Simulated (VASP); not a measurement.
# InO3 (ReO3 type) (Pm-3m) in VASP: further runs, part 3 of 3

VASP 6.6.1. Earlier steps stand in the parts before.

## 6. Single point, PBE

This run uses another cell than the first one, of 19.44 Å³/atom.

Input file INCAR:

```
SYSTEM = InO3
PREC = Accurate
ENCUT = 520
EDIFF = 1E-6
ISMEAR = -1
SIGMA = 0.06122561905347299
LREAL = .False.
LASPH = .True.
NELM = 60
ALGO = Normal
ISIF = 2
LWAVE = .False.
LCHARG = .False.
GGA = PE
NBANDS = 24
```

Input file KPOINTS:

```
Automatic mesh
0
Gamma
  9 9 9
  0 0 0
```

Input file POSCAR:

```
InO3
1.0
    4.2679705278      0.0000000000      0.0000000000
    0.0000000000      4.2679705278      0.0000000000
    0.0000000000      0.0000000000      4.2679705278
In O
1 3
Direct
    0.0000000000      0.0000000000      0.0000000000
    0.5000000000      0.0000000000      0.0000000000
    0.0000000000      0.5000000000      0.0000000000
    0.0000000000      0.0000000000      0.5000000000
```

Potentials or basis: VASP PAW PBE potentials, release 64 (In_d, O).

Started as:

```console
$ cat potpaw_PBE.64/In_d/POTCAR potpaw_PBE.64/O/POTCAR > POTCAR
$ mpirun -np 1 vasp_std > vasp.out
```

OUTCAR:

```text
SYSTEM = InO3
   PREC = Accurate
   ENCUT = 520
   EDIFF = 1E-6
   ISMEAR = -1
   LREAL = .False.
   LASPH = .True.
   NELM = 60
   ISIF = 2
   GGA = PE

 ion  position               nearest neighbor table
   1  0.000  0.000  0.000-   2 2.13   3 2.13   4 2.13   4 2.13   3 2.13   2 2.13
   2  0.500  0.000  0.000-   1 2.13   1 2.13
   3  0.000  0.500  0.000-   1 2.13   1 2.13
   4  0.000  0.000  0.500-   1 2.13   1 2.13

  LATTYP: Found a simple cubic cell.
 ALAT       =     4.2679705278

  Lattice vectors:

 A1 = (   4.2679705278,   0.0000000000,   0.0000000000)
 A2 = (   0.0000000000,   4.2679705278,   0.0000000000)
 A3 = (   0.0000000000,   0.0000000000,   4.2679705278)

Analysis of symmetry for initial positions (statically):
=====================================================================
 Subroutine PRICEL returns:
 Original cell was already a primitive cell.

 Routine SETGRP: Setting up the symmetry group for a
 simple cubic supercell.

 Subroutine GETGRP returns: Found 48 space group operations
 (whereof 48 operations were pure point group operations)
 out of a pool of 48 trial point group operations.

The static configuration has the point symmetry O_h .

Analysis of symmetry for dynamics (positions and initial velocities):
=====================================================================
 Subroutine PRICEL returns:
 Original cell was already a primitive cell.

 Routine SETGRP: Setting up the symmetry group for a
 simple cubic supercell.

 Subroutine GETGRP returns: Found 48 space group operations
 (whereof 48 operations were pure point group operations)
 out of a pool of 48 trial point group operations.

The dynamic configuration has the point symmetry O_h .

 Subroutine INISYM returns: Found 48 space group operations
 (whereof 48 operations are pure point group operations),
 and found     1 'primitive' translations

----------------------------------------------------------------------------------------

                                     Primitive cell

  volume of cell :      77.7435

  direct lattice vectors                    reciprocal lattice vectors
     4.267970528  0.000000000  0.000000000     0.234303399  0.000000000  0.000000000
     0.000000000  4.267970528  0.000000000     0.000000000  0.234303399  0.000000000
     0.000000000  0.000000000  4.267970528     0.000000000  0.000000000  0.234303399

  length of vectors
     4.267970528  4.267970528  4.267970528     0.234303399  0.234303399  0.234303399

  position of ions in fractional coordinates (direct lattice)
     0.000000000  0.000000000  0.000000000
     0.500000000  0.000000000  0.000000000
     0.000000000  0.500000000  0.000000000
     0.000000000  0.000000000  0.500000000

  ion indices of the primitive-cell ions
   primitive index   ion index
                 1           1
                 2           2
                 3           3
                 4           4

----------------------------------------------------------------------------------------

 KPOINTS: Automatic mesh

Automatic generation of k-mesh.
 Grid dimensions read from file:
 generate k-points for:    9    9    9

 Generating k-lattice:

  Cartesian coordinates                     Fractional coordinates (reciprocal lattice)
     0.026033711  0.000000000  0.000000000     0.111111111  0.000000000  0.000000000
     0.000000000  0.026033711  0.000000000     0.000000000  0.111111111  0.000000000
     0.000000000  0.000000000  0.026033711     0.000000000  0.000000000  0.111111111

  Length of vectors
     0.026033711  0.026033711  0.026033711

  Shift w.r.t. Gamma in fractional coordinates (k-lattice)
     0.000000000  0.000000000  0.000000000

 Subroutine IBZKPT returns following result:
 ===========================================

 Found     35 irreducible k-points:

 Following reciprocal coordinates:
            Coordinates               Weight
  0.000000  0.000000  0.000000      1.000000
  0.111111  0.000000  0.000000      6.000000
  0.222222  0.000000  0.000000      6.000000
  0.333333  0.000000  0.000000      6.000000
  0.444444  0.000000  0.000000      6.000000
  0.111111  0.111111  0.000000     12.000000
[... 16 lines left out ...]
  0.333333  0.333333  0.111111     24.000000
  0.444444  0.333333  0.111111     48.000000
 [... further k-points ...]
   k-points           NKPTS =     35   k-points in BZ     NKDIM =     35   number of bands    NBANDS=     24
   number of dos      NEDOS =    301   number of ions     NIONS =      4
   total plane-waves  NPLWV =  32768
   dimension x,y,z NGX =    32 NGY =   32 NGZ =   32
   dimension x,y,z NGXF=    64 NGYF=   64 NGZF=   64
   ions per type =               1   3
   NGX,Y,Z   is equivalent  to a cutoff of  12.46, 12.46, 12.46 a.u.
   NGXF,Y,Z  is equivalent  to a cutoff of  24.93, 24.93, 24.93 a.u.
 SYSTEM =  InO3
   PREC   = accura    normal or accurate (medium, high low for compatibility)
   ISTART =      0    job   : 0-new  1-cont  2-samecut
   ICHARG =      2    charge: 1-file 2-atom 10-const
   ISPIN  =      1    spin polarized calculation?
   LNONCOLLINEAR =      F non collinear calculations
   LSORBIT =      F    spin-orbit coupling
   LASPH  =      T    aspherical Exc in radial PAW
   ENCUT  =  520.0 eV  38.22 Ry    6.18 a.u.   7.94  7.94  7.94*2*pi/ulx,y,z
   NELM   =     60;   NELMIN=  2; NELMDL= -5     # of ELM steps
   EDIFF  = 0.1E-05   stopping-criterion for ELM
   LREAL  =      F    real-space projection
   EDIFFG = 0.1E-04   stopping-criterion for IOM
   NSW    =      0    number of steps for IOM
   IBRION =     -1    ionic relax: 0-MD 1-quasi-New 2-CG
   NFREE  =      0    steps in history (QN), initial steepest desc. (CG)
   ISIF   =      2    stress and relaxation
   ISYM   =      2    0-nonsym 1-usesym 2-fastsym
   POTIM  = 0.5000    time-step for ionic-motion
   TEBEG  =    0.0;   TEEND  =   0.0 temperature during run
   PSTRESS=    0.0 pullay stress
   NELECT =      31.0000    total number of electrons
   NUPDOWN=      -1.0000    fix difference up-down
   EMIN   =  10.00;   EMAX   =-10.00  energy-range for DOS
   EFERMI =   0.00;   METHOD = LEGACY
   ISMEAR =    -1;   SIGMA  =   0.06  broadening in eV -4-tet -1-fermi 0-gaus
   EFERMI_NEDOS =   21; number of points for ismear=-14 and -15
   IALGO  =     38    algorithm
   IMIX   =      4    mixing-type and parameters
     AMIX     =   0.40;   BMIX     =  1.00
     AMIX_MAG =   1.60;   BMIX_MAG =  1.00
  volume/ion in A,a.u.               =      19.44       131.16
  Fermi-wavevector in a.u.,A,eV,Ry     =   1.204964  2.277051 19.754811  1.451938
  Thomas-Fermi vector in A             =   2.340674
   LORBIT       =      0    0 simple, 1 ext, 2 COOP (PROOUT), +10 PAW based schemes
   GGA     = PE    functional components
   LHFCALC =     F    Hartree Fock is set to
   AEXX    =    0.0000 exact exchange contribution
   IVDW    =     0    specifies the selected vdW correction
   LEPSILON=     F    determine dielectric tensor
   LRPA    =     F    only Hartree local field effects (RPA)
 non-spin polarized calculation
  energy-cutoff  :      520.00
  volume of cell :       77.74
 maximum number of plane-waves:      2108
 NGX is ok and might be reduce to    32
   NGX = 15   NGY = 15   NGZ = 15

 number of electron      30.9999993 magnetization

 Free energy of the ion-electron system (eV)
  ---------------------------------------------------
  ext. energy  EPLUGINS =         0.00000000
  ---------------------------------------------------
  free energy    TOTEN  =       -16.20948073 eV

  energy without entropy =      -16.08804675  energy(sigma->0) =      -16.14876374

 E-fermi :  -1.5449     XC(G=0):  -7.9776

 val. band max:       -1.5639430736   @ k =   0.3333   0.3333   0.1111
 cond. band min:      -1.5401625458   @ k =   0.4444   0.2222   0.2222
 fundamental gap:      0.0237805278
 Fermi energy:        -1.5448904281

 k-point     1 :       0.0000    0.0000    0.0000
  band No.  band energies     occupation
      1     -18.1352      2.00000
      2     -17.7574      2.00000
      3     -17.7574      2.00000
      4     -13.1046      2.00000
      5     -13.1046      2.00000
      6     -13.1046      2.00000
[... 637 lines left out ...]
     23      12.3007      0.00000
     24      12.6779      0.00000

 [... further k-points ...]

------------------------ aborting loop because EDIFF is reached ----------------------------------------

  FORCE on cell =-STRESS in cart. coord.  units (eV):
  Direction    XX          YY          ZZ          XY          YZ          ZX
  --------------------------------------------------------------------------------------
  -------------------------------------------------------------------------------------
  Total       -1.0659091     -1.0659091     -1.0659091      0.0000000     -0.0000000      0.0000000
  in kB      -21.9667859    -21.9667859    -21.9667859      0.0000000     -0.0000000      0.0000000
  external PRESSURE =     -21.9667859 kB  Pullay stress =       0.0000000 kB

 VOLUME and BASIS-vectors are now :
 -----------------------------------------------------------------------------
  energy-cutoff  :      520.00
  volume of cell :       77.74
      direct lattice vectors                 reciprocal lattice vectors
     4.267970528  0.000000000  0.000000000     0.234303399  0.000000000  0.000000000
     0.000000000  4.267970528  0.000000000     0.000000000  0.234303399  0.000000000
     0.000000000  0.000000000  4.267970528     0.000000000  0.000000000  0.234303399

 POSITION                                       TOTAL-FORCE (eV/Angst)
 -----------------------------------------------------------------------------------
      0.00000      0.00000      0.00000         0.000000      0.000000      0.000000
      2.13399      0.00000      0.00000         0.000000      0.000000      0.000000
      0.00000      2.13399      0.00000         0.000000      0.000000      0.000000
      0.00000      0.00000      2.13399         0.000000      0.000000      0.000000
 -----------------------------------------------------------------------------------
    total drift:                                0.000000      0.000000     -0.000000

  FREE ENERGIE OF THE ION-ELECTRON SYSTEM (eV)
  ---------------------------------------------------
  free  energy   TOTEN  =       -16.2094807308 eV

  energy  without entropy=      -16.0880467535  energy(sigma->0) =      -16.14876374
```

OSZICAR:

```text
N       E                     dE             d eps       ncg     rms          rms(c)
DAV:   1     0.309007885217E+03    0.30901E+03   -0.14506E+04  1688   0.139E+03
DAV:   2     0.162523023589E+02   -0.29276E+03   -0.26894E+03  1984   0.407E+02
DAV:   3    -0.164249394439E+02   -0.32677E+02   -0.31661E+02  2000   0.132E+02
DAV:   4    -0.175147923320E+02   -0.10899E+01   -0.10850E+01  1984   0.272E+01
DAV:   5    -0.175630745146E+02   -0.48282E-01   -0.48273E-01  2424   0.546E+00    0.917E+00
DAV:   6    -0.162089802453E+02    0.13541E+01   -0.34384E+00  2456   0.295E+01    0.581E+00
DAV:   7    -0.162123904699E+02   -0.34102E-02   -0.25047E-01  1768   0.433E+00    0.193E+00
DAV:   8    -0.162082960601E+02    0.40944E-02   -0.13350E-02  2136   0.128E+00    0.729E-01
DAV:   9    -0.162091680370E+02   -0.87198E-03   -0.42958E-03  2320   0.895E-01    0.963E-02
DAV:  10    -0.162094809092E+02   -0.31287E-03   -0.66282E-04  2360   0.234E-01    0.671E-02
DAV:  11    -0.162094798598E+02    0.10494E-05   -0.16019E-05  2392   0.489E-02    0.466E-02
DAV:  12    -0.162094807308E+02   -0.87099E-06   -0.79184E-06  1992   0.486E-02
   1 F= -.16209481E+02 E0= -.16148764E+02  d E =-.121434E+00
```

Run time: 57 s. Hardware: 1 thread of Intel Xeon 8259CL, shared host; peak memory 0.2 GiB.

Results:

```yaml
Free_energy: -16.2095 eV
Pressure: -2.2 GPa
Band_gap_on_the_k_mesh: zero (an odd number of electrons rules out a gap without spin polarisation)
```

Caveat: spin-orbit coupling is left out, which moves the levels of the heavy elements; an odd number of electrons without spin polarisation forces a metal; a magnetic or distorted state may lie lower.

## 7. The runs side by side

| cell | gap on the mesh (eV) | pressure (GPa) |
| --- | --- | --- |
| a = 4.213 Å, 4 atoms | none | 0.2 |
| a = 4.240 Å, 4 atoms | none | -1.1 |
| a = 4.268 Å, 4 atoms | none | -2.2 |

Alike in all rows: task single point; level PBE; potentials or basis VASP PAW PBE potentials, release 64 (In_d, O); no spin polarisation; k mesh 9 × 9 × 9; cutoff (eV) 520; smearing fermi-dirac 0.0612256 eV.

Caveats: spin-orbit coupling is left out, which moves the levels of the heavy elements; an odd number of electrons without spin polarisation forces a metal; a magnetic or distorted state may lie lower.

Total energies depend on the potentials used, so only differences within one code and one set of settings carry meaning.
